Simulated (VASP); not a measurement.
Here is a VASP 6.6.1 calculation.

File INCAR:

```
SYSTEM = PbS
  ALGO = Normal
  EDIFF = 1E-7
  EDIFFG = -0.01
  ENCUT = 600
  GGA = PE
  IBRION = 2
  ISIF = 4
  ISMEAR = 0
  IVDW = 12
  LASPH = .True.
  LCHARG = .False.
  LREAL = .False.
  LWAVE = .False.
  NELM = 100
  NSW = 50
  PREC = Accurate
  SIGMA = 0.02
```

KPOINTS

```
k-points
0
Gamma
  12 12 12
  0 0 0
```

POSCAR

```
PbS
1.0
    2.1387051269      1.2347819807      3.4952180960
   -2.1387051269      1.2347819807      3.4952180960
    0.0000000000     -2.4695639615      3.4952180960
Pb S
1 1
Direct
    0.9779892341      0.9779892341      0.9779892341
    0.4776120959      0.4776120959      0.4776120959
```

Potentials or basis: VASP PAW PBE potentials, release 64 (Pb_d, S).

Launch:

```bash
$ cat potpaw_PBE.64/Pb_d/POTCAR potpaw_PBE.64/S/POTCAR > POTCAR
$ mpirun -np 1 vasp_std > vasp.out
```

Task: Predict the dispersion energy per atom.

Result: -0.327 eV.

Task: Predict the band gap on the k mesh.

Result: 0.56 eV.

Final structure:
```yaml
crystal:
  lattice:
    - [2.13871, 1.23478, 3.49522]
    - [-2.13871, 1.23478, 3.49522]
    - [0.00000, -2.46956, 3.49522]
  atoms:
    - { symbol: Pb, position: [0.97799, 0.97799, 0.97799] }
    - { symbol: S, position: [0.47761, 0.47761, 0.47761] }
```

Caveat: spin-orbit coupling is left out, which moves the levels of the heavy elements. A k mesh can miss the band edges.
